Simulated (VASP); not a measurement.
Wanted: the native input for a VASP 6.6.1 run.

```yaml
Task: single point
Functional: PBEsol
Potentials_or_basis: VASP PAW PBE potentials, release 64 (Sb, In_d)
Cutoff: 520 eV
k_mesh: 4 × 4 × 4
Occupations: fermi-dirac, width 0.03 eV
Spin: no spin polarisation
Dipole_correction: no
Further_INCAR_settings: ALGO = Normal; EDIFF = 1e-06; NBANDS = 22
```

The structure of InSb3 lies in POSCAR:

```
InSb3
1.0
    4.8063670000      0.0000000000      0.0000000000
    0.0000000000      4.8063670000      0.0000000000
    0.0000000000      0.0000000000      4.8063670000
Sb In
3 1
Direct
    0.5000000000      0.5000000000      0.0000000000
    0.0000000000      0.5000000000      0.5000000000
    0.5000000000      0.0000000000      0.5000000000
    0.0000000000      0.0000000000      0.0000000000
```

One way to write it, as run:

INCAR

```
ALGO = Normal
EDIFF = 1E-6
ENCUT = 520
GGA = PS
ISIF = 2
ISMEAR = -1
LASPH = True
LCHARG = False
LREAL = False
LWAVE = False
NBANDS = 22
NELM = 100
PREC = Accurate
SIGMA = 0.03
```

KPOINTS

```
k-points
0
Gamma
  4 4 4
```

Potentials or basis: VASP PAW PBE potentials, release 64 (Sb, In_d).

Run with:

```sh
$ cat potpaw_PBE.64/Sb/POTCAR potpaw_PBE.64/In_d/POTCAR > POTCAR
$ mpirun -np 1 vasp_std > vasp.out
```

It gave:

```yaml
Pressure: -2.4 GPa
Band_gap_on_the_k_mesh: zero (bands 14 and 15 overlap by 4.58 eV)
```

Caveat: the PAW data sets were made with another functional, which shifts forces and pressure a little; spin-orbit coupling is left out, which moves the levels of the heavy elements.

Wall time 9.1 s on 1 thread of AMD EPYC 9R45 96-Core Processor (Zen 5) (shared host), peak memory 0.18 GiB.
